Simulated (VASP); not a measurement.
Ta, 4 atoms in the cell. The typed cell holds 4 atoms: a = 2.839 Å, b = 4.916 Å, c = 5.807 Å, α = 115.04°, β = 104.15°, γ = 90.00°. 

* Program: VASP 6.6.1
* Task: single point
* Functional: LDA
* Potentials or basis: VASP PAW LDA potentials, release 64 (Ta_pv)
* Cutoff: 520 eV
* k mesh: 12 × 12 × 12
* Occupations: gaussian, width 0.15 eV
* Spin: no spin polarisation
* Dipole correction: no
* Further INCAR settings: ALGO = Fast; EDIFF = 1e-06; NBANDS = 30

Potentials or basis: VASP PAW LDA potentials, release 64 (Ta_pv).

Command:

```bash
$ cat potpaw_LDA.64/Ta_pv/POTCAR > POTCAR
$ mpirun -np 1 vasp_std > vasp.out
```

Hardware: 1 thread of Oxide Virtual Turin-like Processor, on a shared host.

Problem. Estimate the wall time of this run.

Solution. Wall time 57 min on 1 thread of Oxide Virtual Turin-like Processor, with other jobs on the host, peak memory 1.2 GiB. Counts: scf iterations 14, k points 868.
